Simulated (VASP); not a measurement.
A run of VASP 6.6.1 is set up as follows.

The input INCAR:

```
  ALGO = Normal
  EDIFF = 1E-6
  ENCUT = 520
  ISIF = 2
  ISMEAR = 0
  LASPH = True
  LCHARG = False
  LREAL = False
  LWAVE = False
  NBANDS = 11
  NELM = 80
  PREC = Accurate
  SIGMA = 0.01
```

File KPOINTS:

```
k-points
0
Gamma
  10 10 10
```

File POSCAR:

```
BeS
1.0
    0.0000000000      2.3498735774      2.3498735774
    2.3498735774      0.0000000000      2.3498735774
    2.3498735774      2.3498735774      0.0000000000
Be S
1 1
Direct
    0.0000000000      0.0000000000      0.0000000000
    0.7500000000      0.7500000000      0.7500000000
```

Potentials or basis: VASP PAW LDA potentials, release 64 (Be, S).

Launch:

```console
$ cat potpaw_LDA.64/Be/POTCAR potpaw_LDA.64/S/POTCAR > POTCAR
$ mpirun -np 1 vasp_std > vasp.out
```

(1) Estimate the band gap on the k mesh.

(2) What does it give for the pressure?

Results:

(1) 2.68 eV, indirect (least direct gap 5.49 eV).

(2) 7.0 GPa.
